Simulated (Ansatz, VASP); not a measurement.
## Ta in VASP and in Ansatz

```
CELL_PARAMETERS angstrom
2.50496 0.00000 0.00000
0.00000 2.50496 0.00000
0.00000 0.00000 2.50496
ATOMIC_POSITIONS crystal
Ta 0.00000 0.00000 0.00000
```

Change from the starting cell: volume scaled by 0.76, norm-conserving files.

Alike in both runs: task single point; functional PBE; k mesh 14 × 14 × 14; occupations fermi-dirac, width 0.08 eV; no spin polarisation.

|  | VASP | Ansatz |
| --- | --- | --- |
| version | VASP 6.6.1 | Ansatz 0.2.0 |
| potentials or method | VASP PAW PBE potentials, release 64 (Ta_pv) | norm-conserving pseudopotentials, scalar-relativistic |
| plane-wave cutoff (eV) | 500 | 1000 |
| valence electrons in the cell | 11 | 27 |

VASP gave:

- pressure (GPa): 66.8

Q: Which values does Ansatz return?

A: Pressure (GPa): 64.8.

Both programs put the cell under a high pressure, so it lies far from rest at this level. With one functional, cell and mesh, what is left measures potentials, basis and numerics. VASP's potentials hold 11 valence electrons a cell and Ansatz's 27, so a difference there can come from the potentials and not from the codes.

Neither program's run includes spin-orbit coupling. Noted on VASP's run: the cell as given lies far from equilibrium.
